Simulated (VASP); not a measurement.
Al2Cu: single point with PBEsol

Al2Cu:

```
CELL_PARAMETERS angstrom
-1.96389 1.96389 2.90596
1.96389 -1.96389 2.90596
1.96389 1.96389 -2.90596
ATOMIC_POSITIONS crystal
Al 0.75000 0.25000 0.50000
Al 0.25000 0.75000 0.50000
Cu 0.50000 0.50000 0.00000
```

This cell differs from its parent crystal: strain -0.030 along x and y, +0.015 along z.

```yaml
Program: VASP 6.6.1
Task: single point
Functional: PBEsol
Potentials_or_basis: VASP PAW PBE potentials, release 64 (Al, Cu)
Cutoff: 520 eV
k_mesh: 16 × 16 × 16
Occupations: gaussian, width 0.15 eV
Spin: no spin polarisation
Dipole_correction: no
Further_INCAR_settings: ALGO = Fast; EDIFF = 1e-06; NBANDS = 16
```

The pressure is 5.9 GPa and the band gap on the k mesh is zero (an odd number of electrons rules out a gap without spin polarisation).

Stress tensor (GPa, compression positive):
```
7.47 0.00 0.00
0.00 7.47 0.00
0.00 0.00 2.64
```

Levels at points of the mesh, in eV from the Fermi level:
```tsv
k point	band 7	band 8	band 9	band 10	band 11	band 12
(0.00, 0.00, 0.00)	2.67	2.95	2.95	3.03	3.03	3.46
(0.50, 0.00, 0.00)	-4.11	0.39	0.83	2.79	3.17	4.31
(0.50, 0.50, 0.00)	-3.84	-2.35	-2.01	0.39	1.39	9.13
(0.50, 0.50, 0.50)	-4.01	-1.87	-1.87	0.96	1.65	9.16
```

It took 6.8 min on 1 thread of Intel Xeon 8259CL (shared host), peak memory 0.36 GiB.

Caveat: the cell differs from its parent crystal (strain -0.030 along x and y, +0.015 along z); the cell stands under pressure; the PAW data sets were made with another functional, which shifts forces and pressure a little.
